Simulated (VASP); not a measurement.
# MgH (P4_2/mmc) in VASP: notebook

MgH is run at these levels: PBE; tasks: single point.

Everything below comes from runs of VASP 6.6.1. Logs are shortened: lines on timing, memory, paths and dates and some standing lists are left out, and cuts for length are marked.

## (1) The cell of the first run

The structure is tetragonal, space group P4_2/mmc (No. 131). Conventional cell: a = 3.392 Å, b = 3.392 Å, c = 4.443 Å, α = 90.00°, β = 90.00°, γ = 90.00°. Mg (site symmetry mmm) has 4 H at 2.03 Å within 2.7 Å. H (site symmetry -4m2) has 4 Mg at 2.03 Å and 2 H at 2.22 Å within 2.7 Å.

## (2) Single point, PBE (atoms taken out)

INCAR

```
SYSTEM = MgH
ALGO = Normal
EDIFF = 1E-6
ENCUT = 520
GGA = PE
ISIF = 2
ISMEAR = 0
LASPH = .True.
LCHARG = .False.
LREAL = .False.
LWAVE = .False.
NBANDS = 11
NELM = 100
PREC = Accurate
SIGMA = 0.1
```

KPOINTS

```
k-points
0
Gamma
  4 4 4
  0 0 0
```

POSCAR

```
MgH
1.0
    3.3917235357      0.0000000000      0.0000000000
    0.0000000000      3.3917235357      0.0000000000
    0.0000000000      0.0000000000      4.4431203599
Mg H
2 2
Direct
    0.0000000000      0.5000000000      0.0000000000
    0.5000000000      0.0000000000      0.5000000000
    0.5000000000      0.5000000000      0.2500000000
    0.5000000000      0.5000000000      0.7500000000
```

Potentials or basis: VASP PAW PBE potentials, release 64 (Mg, H).

Command:

```console
> cat potpaw_PBE.64/Mg/POTCAR potpaw_PBE.64/H/POTCAR > POTCAR
> mpirun -np 1 vasp_std > vasp.out
```

OUTCAR:

```text
SYSTEM = MgH
   EDIFF = 1E-6
   ENCUT = 520
   GGA = PE
   ISIF = 2
   ISMEAR = 0
   LASPH = .True.
   LREAL = .False.
   NELM = 100
   PREC = Accurate

 ion  position               nearest neighbor table
   1  0.000  0.500  0.000-   3 2.03   4 2.03   3 2.03   4 2.03   2 3.27   2 3.27   2 3.27   2 3.27
                             2 3.27   2 3.27   2 3.27   2 3.27
   2  0.500  0.000  0.500-   3 2.03   4 2.03   3 2.03   4 2.03   1 3.27   1 3.27   1 3.27   1 3.27
                             1 3.27   1 3.27   1 3.27   1 3.27
   3  0.500  0.500  0.250-   1 2.03   2 2.03   2 2.03   1 2.03
   4  0.500  0.500  0.750-   1 2.03   2 2.03   2 2.03   1 2.03

  LATTYP: Found a simple tetragonal cell.
 ALAT       =     3.3917235357
 C/A-ratio  =     1.3099889520

  Lattice vectors:

 A1 = (   3.3917235357,   0.0000000000,   0.0000000000)
 A2 = (   0.0000000000,   3.3917235357,   0.0000000000)
 A3 = (   0.0000000000,   0.0000000000,   4.4431203599)

Analysis of symmetry for initial positions (statically):
=====================================================================
 Subroutine PRICEL returns:
 Original cell was already a primitive cell.

 Routine SETGRP: Setting up the symmetry group for a
 simple tetragonal supercell.

 Subroutine GETGRP returns: Found 16 space group operations
 (whereof  8 operations were pure point group operations)
 out of a pool of 16 trial point group operations.

The static configuration has the point symmetry D_2h.
 The point group associated with its full space group is D_4h.

Analysis of symmetry for dynamics (positions and initial velocities):
=====================================================================
 Subroutine PRICEL returns:
 Original cell was already a primitive cell.

 Routine SETGRP: Setting up the symmetry group for a
 simple tetragonal supercell.

 Subroutine GETGRP returns: Found 16 space group operations
 (whereof  8 operations were pure point group operations)
 out of a pool of 16 trial point group operations.

The dynamic configuration has the point symmetry D_2h.
 The point group associated with its full space group is D_4h.

 Subroutine INISYM returns: Found 16 space group operations
 (whereof  8 operations are pure point group operations),
 and found     1 'primitive' translations

----------------------------------------------------------------------------------------

                                     Primitive cell

  volume of cell :      51.1127

  direct lattice vectors                    reciprocal lattice vectors
     3.391723536  0.000000000  0.000000000     0.294835351  0.000000000  0.000000000
     0.000000000  3.391723536  0.000000000     0.000000000  0.294835351  0.000000000
     0.000000000  0.000000000  4.443120360     0.000000000  0.000000000  0.225067052

  length of vectors
     3.391723536  3.391723536  4.443120360     0.294835351  0.294835351  0.225067052

  position of ions in fractional coordinates (direct lattice)
     0.000000000  0.500000000  0.000000000
     0.500000000  0.000000000  0.500000000
     0.500000000  0.500000000  0.250000000
     0.500000000  0.500000000  0.750000000

  ion indices of the primitive-cell ions
   primitive index   ion index
                 1           1
                 2           2
                 3           3
                 4           4

----------------------------------------------------------------------------------------

 KPOINTS: k-points

Automatic generation of k-mesh.
 Grid dimensions read from file:
 generate k-points for:    4    4    4

 Generating k-lattice:

  Cartesian coordinates                     Fractional coordinates (reciprocal lattice)
     0.073708838  0.000000000  0.000000000     0.250000000  0.000000000  0.000000000
     0.000000000  0.073708838  0.000000000     0.000000000  0.250000000  0.000000000
     0.000000000  0.000000000  0.056266763     0.000000000  0.000000000  0.250000000

  Length of vectors
     0.073708838  0.073708838  0.056266763

  Shift w.r.t. Gamma in fractional coordinates (k-lattice)
     0.000000000  0.000000000  0.000000000

 Subroutine IBZKPT returns following result:
 ===========================================

 Found     18 irreducible k-points:

 Following reciprocal coordinates:
            Coordinates               Weight
  0.000000  0.000000  0.000000      1.000000
  0.250000  0.000000  0.000000      4.000000
  0.500000  0.000000  0.000000      2.000000
  0.250000  0.250000  0.000000      4.000000
  0.500000  0.250000  0.000000      4.000000
  0.500000  0.500000  0.000000      1.000000
[... 10 lines left out ...]
  0.500000  0.250000  0.500000      4.000000
  0.500000  0.500000  0.500000      1.000000
   k-points           NKPTS =     18   k-points in BZ     NKDIM =     18   number of bands    NBANDS=     11
   number of dos      NEDOS =    301   number of ions     NIONS =      4
   total plane-waves  NPLWV =  28224
   dimension x,y,z NGX =    28 NGY =   28 NGZ =   36
   dimension x,y,z NGXF=    56 NGYF=   56 NGZF=   72
   ions per type =               2   2
   NGX,Y,Z   is equivalent  to a cutoff of  13.72, 13.72, 13.47 a.u.
   NGXF,Y,Z  is equivalent  to a cutoff of  27.45, 27.45, 26.94 a.u.
 SYSTEM =  MgH
   PREC   = accura    normal or accurate (medium, high low for compatibility)
   ISTART =      0    job   : 0-new  1-cont  2-samecut
   ICHARG =      2    charge: 1-file 2-atom 10-const
   ISPIN  =      1    spin polarized calculation?
   LNONCOLLINEAR =      F non collinear calculations
   LSORBIT =      F    spin-orbit coupling
   LASPH  =      T    aspherical Exc in radial PAW
   ENCUT  =  520.0 eV  38.22 Ry    6.18 a.u.   6.31  6.31  8.26*2*pi/ulx,y,z
   NELM   =    100;   NELMIN=  2; NELMDL= -5     # of ELM steps
   EDIFF  = 0.1E-05   stopping-criterion for ELM
   LREAL  =      F    real-space projection
[... 7 lines left out ...]
   TEBEG  =    0.0;   TEEND  =   0.0 temperature during run
   PSTRESS=    0.0 pullay stress
   NELECT =       6.0000    total number of electrons
   NUPDOWN=      -1.0000    fix difference up-down
   EMIN   =  10.00;   EMAX   =-10.00  energy-range for DOS
   EFERMI =   0.00;   METHOD = LEGACY
   ISMEAR =     0;   SIGMA  =   0.10  broadening in eV -4-tet -1-fermi 0-gaus
   EFERMI_NEDOS =   21; number of points for ismear=-14 and -15
   IALGO  =     38    algorithm
   IMIX   =      4    mixing-type and parameters
     AMIX     =   0.40;   BMIX     =  1.00
     AMIX_MAG =   1.60;   BMIX_MAG =  1.00
  volume/ion in A,a.u.               =      12.78        86.23
  Fermi-wavevector in a.u.,A,eV,Ry     =   0.801584  1.514774  8.742241  0.642537
  Thomas-Fermi vector in A             =   1.909099
   LORBIT       =      0    0 simple, 1 ext, 2 COOP (PROOUT), +10 PAW based schemes
   GGA     = PE    functional components
   LHFCALC =     F    Hartree Fock is set to
   AEXX    =    0.0000 exact exchange contribution
   IVDW    =     0    specifies the selected vdW correction
   LEPSILON=     F    determine dielectric tensor
   LRPA    =     F    only Hartree local field effects (RPA)
 non-spin polarized calculation
 Gauss-broadening in eV      SIGMA  =   0.10
  energy-cutoff  :      520.00
  volume of cell :       51.11
 maximum number of plane-waves:      1393
 NGX is ok and might be reduce to    28
   NGX = 13   NGY = 13   NGZ = 17

 number of electron       6.0000000 magnetization

 Free energy of the ion-electron system (eV)
  ---------------------------------------------------
  ext. energy  EPLUGINS =         0.00000000
  ---------------------------------------------------
  free energy    TOTEN  =        -9.68974292 eV

  energy without entropy =       -9.67730755  energy(sigma->0) =       -9.68352523

 E-fermi :   2.8639     XC(G=0):  -8.6941

 val. band max:        2.4585942427   @ k =   0.5000   0.5000   0.2500
 cond. band min:       2.8875358581   @ k =   0.2500   0.0000   0.5000
 fundamental gap:      0.4289416154
 Fermi energy:         2.8638640454

 k-point     1 :       0.0000    0.0000    0.0000
  band No.  band energies     occupation
      1      -6.3359      2.00000
      2      -1.0441      2.00000
      3       3.4971      0.00000
      4       3.7949      0.00000
      5       7.5755      0.00000
      6       7.5755      0.00000
      7       9.9238      0.00000
      8      10.5325      0.00000
      9      13.1221      0.00000
     10      13.1221      0.00000
     11      13.5916      0.00000

 k-point     2 :       0.2500    0.0000    0.0000
  band No.  band energies     occupation
      1      -5.6980      2.00000
      2      -0.6296      2.00000
      3       1.2945      2.00000
      4       4.2901      0.00000
      5       7.3892      0.00000
      6       7.8548      0.00000
      7       8.2731      0.00000
      8      10.3319      0.00000
      9      13.3283      0.00000
     10      13.8913      0.00000
     11      14.0999      0.00000

 k-point     3 :       0.5000    0.0000    0.0000
  band No.  band energies     occupation
      1      -4.6773      2.00000
      2      -0.9335      2.00000
      3      -0.0808      2.00000
      4       5.5954      0.00000
      5       6.1713      0.00000
      6       7.1788      0.00000
      7       9.0694      0.00000
      8       9.9612      0.00000
      9      10.9806      0.00000
     10      11.9731      0.00000
     11      14.0217      0.00000
[... 183 lines left out ...]
 k-point    17 :       0.5000    0.2500    0.5000
  band No.  band energies     occupation
      1      -2.6095      2.00000
      2      -2.5839      2.00000
      3       1.5582      2.00000
      4       1.8236      2.00000
      5       5.9343      0.00000
      6       6.7982      0.00000
      7       7.6489      0.00000
      8       8.1479      0.00000
      9      13.1841      0.00000
     10      13.2563      0.00000
     11      15.9582      0.00000

 k-point    18 :       0.5000    0.5000    0.5000
  band No.  band energies     occupation
      1      -1.9969      2.00000
      2      -1.9969      2.00000
      3       3.7673      0.00000
      4       3.7673      0.00000
      5       3.9100      0.00000
      6       3.9100      0.00000
      7       4.7803      0.00000
      8       4.7803      0.00000
      9      13.9529      0.00000
     10      13.9529      0.00000
     11      17.8623      0.00000

------------------------ aborting loop because EDIFF is reached ----------------------------------------

  FORCE on cell =-STRESS in cart. coord.  units (eV):
  Direction    XX          YY          ZZ          XY          YZ          ZX
  --------------------------------------------------------------------------------------
  -------------------------------------------------------------------------------------
  Total       -0.0966150     -0.0966150     -0.0979443     -0.0000000      0.0000000      0.0000000
  in kB       -3.0284895     -3.0284895     -3.0701574     -0.0000000      0.0000000      0.0000000
  external PRESSURE =      -3.0423788 kB  Pullay stress =       0.0000000 kB

 VOLUME and BASIS-vectors are now :
 -----------------------------------------------------------------------------
  energy-cutoff  :      520.00
  volume of cell :       51.11
      direct lattice vectors                 reciprocal lattice vectors
     3.391723536  0.000000000  0.000000000     0.294835351  0.000000000  0.000000000
     0.000000000  3.391723536  0.000000000     0.000000000  0.294835351  0.000000000
     0.000000000  0.000000000  4.443120360     0.000000000  0.000000000  0.225067052

 POSITION                                       TOTAL-FORCE (eV/Angst)
 -----------------------------------------------------------------------------------
      0.00000      1.69586      0.00000         0.000000      0.000000     -0.000000
      1.69586      0.00000      2.22156         0.000000      0.000000     -0.000000
      1.69586      1.69586      1.11078         0.000000      0.000000      0.000000
      1.69586      1.69586      3.33234         0.000000      0.000000      0.000000
 -----------------------------------------------------------------------------------
    total drift:                                0.000000      0.000000      0.000000

  FREE ENERGIE OF THE ION-ELECTRON SYSTEM (eV)
  ---------------------------------------------------
  free  energy   TOTEN  =        -9.6897429162 eV

  energy  without entropy=       -9.6773075475  energy(sigma->0) =       -9.68352523
```

Wall time 6.8 s (1 thread of Intel Xeon 6975P-C (Granite Rapids), shared host); peak memory 0.17 GiB.

Results:

- Free energy: -9.6897 eV
- Pressure: -0.3 GPa
- Band gap on the k mesh: zero (bands 3 and 4 overlap by 4.30 eV)

Levels at points of the mesh, in eV from the Fermi level:
```
           k point  band 1  band 2  band 3  band 4  band 5  band 6
(0.00, 0.00, 0.00)   -9.20   -3.91    0.63    0.93    4.71    4.71
(0.50, 0.00, 0.00)   -7.54   -3.80   -2.94    2.73    3.31    4.31
(0.50, 0.50, 0.00)   -6.35   -2.29   -0.84   -0.43   -0.43    5.21
(0.00, 0.00, 0.50)   -7.44   -7.44    2.46    2.46    6.31    6.31
(0.50, 0.00, 0.50)   -5.95   -5.89   -2.06   -1.85    6.92    7.96
(0.50, 0.50, 0.50)   -4.86   -4.86    0.90    0.90    1.05    1.05
```

Caveat: the k points lie up to 0.46 Å⁻¹ apart, too coarse for converged energies and pressures of a metal; the cell differs from its parent crystal (atoms taken out).

## (3) Single point, PBE (atoms taken out)

INCAR

```
PREC = Accurate ; ENCUT = 520
EDIFF = 1E-6 ; ISMEAR = 0
SIGMA = 0.1 ; LREAL = False
LASPH = True ; NELM = 60
ALGO = Normal ; ISIF = 2
LWAVE = False ; LCHARG = True
GGA = PE ; LELF = True
LVHAR = True ; NBANDS = 11
```

KPOINTS

```
Automatic mesh
0
Gamma
  4 4 4
```

POSCAR

```
MgH
1.0
    3.9142846100      0.0000000000      0.0000000000
    0.0000000000      3.9142846100      0.0000000000
    0.0000000000      0.0000000000      5.5356343800
Mg H
2 2
Direct
    0.0000000000      0.5000000000      0.0000000000
    0.5000000000      0.0000000000      0.5000000000
    0.5000000000      0.5000000000      0.2500000000
    0.5000000000      0.5000000000      0.7500000000
```

Potentials or basis: VASP PAW PBE potentials, release 64 (Mg, H).

Command:

```console
> cat potpaw_PBE.64/Mg/POTCAR potpaw_PBE.64/H/POTCAR > POTCAR
> mpirun -np 1 vasp_std > vasp.out
```

Wall time 10 s (1 thread of Intel Xeon 6975P-C (Granite Rapids), shared host); peak memory 0.18 GiB.

It converged, with:

```yaml
Free_energy: -8.1988 eV
Pressure: -8.9 GPa
Band_gap_on_the_k_mesh: zero (bands 3 and 4 overlap by 2.71 eV)
```

Stress tensor (GPa, compression positive):
```
 -7.92   0.00   0.00
  0.00  -7.92   0.00
  0.00   0.00 -10.88
```

Levels at points of the mesh, in eV from the Fermi level:
| k point | band 1 | band 2 | band 3 | band 4 | band 5 | band 6 | band 7 |
| --- | --- | --- | --- | --- | --- | --- | --- |
| (0.00, 0.00, 0.00) | -6.64 | -3.37 | -0.30 | 1.05 | 3.86 | 3.86 | 4.88 |
| (0.50, 0.00, 0.00) | -5.40 | -2.64 | -2.61 | 1.86 | 1.97 | 2.38 | 4.46 |
| (0.50, 0.50, 0.00) | -4.48 | -2.10 | -0.30 | -0.30 | -0.15 | 3.55 | 3.87 |
| (0.00, 0.00, 0.50) | -5.54 | -5.54 | 1.64 | 1.64 | 4.91 | 4.91 | 5.03 |
| (0.50, 0.00, 0.50) | -4.52 | -4.26 | -1.70 | -1.06 | 4.05 | 5.23 | 6.41 |
| (0.50, 0.50, 0.50) | -3.57 | -3.57 | 0.44 | 0.44 | 1.01 | 1.01 | 1.54 |

Caveat: the k points lie up to 0.40 Å⁻¹ apart, too coarse for converged energies and pressures of a metal; the cell differs from its parent crystal (atoms taken out).

The gap in the log of VASP goes by the Fermi energy; the results here count the filled bands.